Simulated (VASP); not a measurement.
Write the native input for VASP 6.6.1 that does the following.

* Task: relaxation of cell and atoms
* Functional: PBE
* Potentials or basis: VASP PAW PBE potentials, release 64 (In_d)
* Cutoff: 600 eV
* k mesh: 13 × 13 × 13
* Occupations: fermi-dirac, width 0.08 eV
* Spin: no spin polarisation
* Target pressure: 140 GPa
* Dipole correction: no
* Further INCAR settings: ALGO = Normal; EDIFF = 1e-06; IBRION = 2; EDIFFG = -0.005; NSW = 60; ISIF = 3

The structure of In lies in POSCAR:

```
In
1.0
    0.0000000000      2.4614667381      2.4614667381
    2.4614667381      0.0000000000      2.4614667381
    2.4614667381      2.4614667381      0.0000000000
In
2
Direct
   -0.1250000000     -0.1250000000     -0.1250000000
    0.1250000000      0.1250000000      0.1250000000
```

These files were run (other wordings do the same):

INCAR

```
SYSTEM = In
PREC = Accurate
ENCUT = 600
EDIFF = 1E-6
ISMEAR = -1
SIGMA = 0.08
LREAL = .False.
LASPH = .True.
NELM = 60
ALGO = Normal
ISIF = 3
LWAVE = .False.
LCHARG = .False.
GGA = PE
IBRION = 2
NSW = 60
EDIFFG = -0.005
PSTRESS = 1400.0
```

KPOINTS

```
regular mesh
0
Gamma
  13 13 13
  0 0 0
```

Potentials or basis: VASP PAW PBE potentials, release 64 (In_d).

Run with:

```console
$ cat potpaw_PBE.64/In_d/POTCAR > POTCAR
$ mpirun -np 1 vasp_std > vasp.out
```

Results of the run:

```
Relaxed volume                                         : 16.90 Å³/atom
Relaxed cell                                           : a = 3.629 Å, b = 3.629 Å, c = 3.629 Å, α = 60.00°, β = 60.00°, γ = 60.00°
Space group after relaxing (to 0.05 Å)                 : Fd-3m (No. 227)
Energy change on relaxing (the enthalpy is what falls) : -2180.6 meV/atom
Ionic steps                                            : 13
Pressure after relaxing                                : 140.0 GPa
Band gap on the k mesh                                 : zero (band 13 reaches 19.36 eV, above the bottom of band 14 at 10.69 eV)
```

Caveat: the cell is relaxed towards a set pressure, so the enthalpy falls and the energy may rise; spin-orbit coupling is left out, which moves the levels of the heavy elements.

Run time: 2.6 min on 1 thread of Intel(R) Xeon(R) 6975P-C (Granite Rapids), on a shared host, peak memory 0.19 GiB.
